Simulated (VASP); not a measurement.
**CaSe: single point with PBE-based screened hybrid**

The system is CaSe.

```
Ca Se
1.0
     0.00000    2.96754    2.96754
     2.96754    0.00000    2.96754
     2.96754    2.96754    0.00000
Ca Se
1 1
Direct
  0.00000 0.00000 0.00000
  0.50000 0.50000 0.50000
```

| Item | Value |
| --- | --- |
| Program | VASP 6.6.1 |
| Task | single point |
| Functional | PBE-based screened hybrid |
| Potentials or basis | VASP PAW PBE potentials, release 64 (Ca_sv, Se) |
| Cutoff | 520 eV |
| k mesh | 4 × 4 × 4 |
| Occupations | gaussian, width 0.01 eV |
| Spin | no spin polarisation |
| Dipole correction | no |
| Grid for exact exchange (PRECFOCK) | Normal |
| Share of exact exchange | 0.4 |
| Further INCAR settings | ALGO = Normal; EDIFF = 1e-07; NBANDS = 15 |
| Screening parameter | 0.5 1/Å |

```
Pressure               : 0.3 GPa
Band gap on the k mesh : 2.83 eV, indirect (least direct gap 3.83 eV)
```

Levels at points of the mesh, in eV from the valence-band top:
| k point | band 6 | band 7 | band 8 | band 9 | band 10 | band 11 |
| --- | --- | --- | --- | --- | --- | --- |
| (0.00, 0.00, 0.00) | 0.00 | 0.00 | 0.00 | 4.08 | 4.77 | 4.77 |
| (0.50, 0.00, 0.00) | -3.42 | -1.18 | -1.18 | 5.18 | 6.83 | 6.99 |
| (0.50, 0.50, 0.00) | -2.67 | -1.00 | -1.00 | 2.84 | 5.75 | 6.37 |

It took 4.6 min on 1 thread of Intel(R) Xeon(R) Platinum 8488C (Sapphire Rapids), on a shared host, peak memory 0.28 GiB.

Caveat: the k points lie up to 0.46 Å⁻¹ apart; the PAW data sets were made with another functional, which shifts forces and pressure a little. A k mesh can miss the band edges.
